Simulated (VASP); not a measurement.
Input of a VASP 6.6.1 run:

File INCAR:

```
PREC = Accurate
ENCUT = 600
EDIFF = 1E-6
ISMEAR = 0
SIGMA = 0.01
LREAL = F
LASPH = T
NELM = 120
ALGO = Normal
ISIF = 2
LWAVE = F
LCHARG = T
GGA = PE
LELF = T
LVHAR = T
NBANDS = 11
GGA_COMPAT = F
```

KPOINTS

```
regular mesh
0
Gamma
  12 12 12
```

File POSCAR:

```
BN
1.0
    0.0000000000      1.7563125000      1.7563125000
    1.7563125000      0.0000000000      1.7563125000
    1.7563125000      1.7563125000      0.0000000000
B N
1 1
Direct
    0.0000000000      0.0000000000      0.0000000000
    0.2500000000      0.2500000000      0.2500000000
```

Potentials or basis: VASP PAW PBE potentials, release 64 (B, N).

Command:

```bash
$ cat potpaw_PBE.64/B/POTCAR potpaw_PBE.64/N/POTCAR > POTCAR
$ mpirun -np 1 vasp_std > vasp.out
```

Q: Predict the band gap on the k mesh.

A: 4.55 eV, indirect (least direct gap 9.23 eV).

Q: What does it give for the pressure?

A: 41.8 GPa.

A k mesh can miss the band edges.
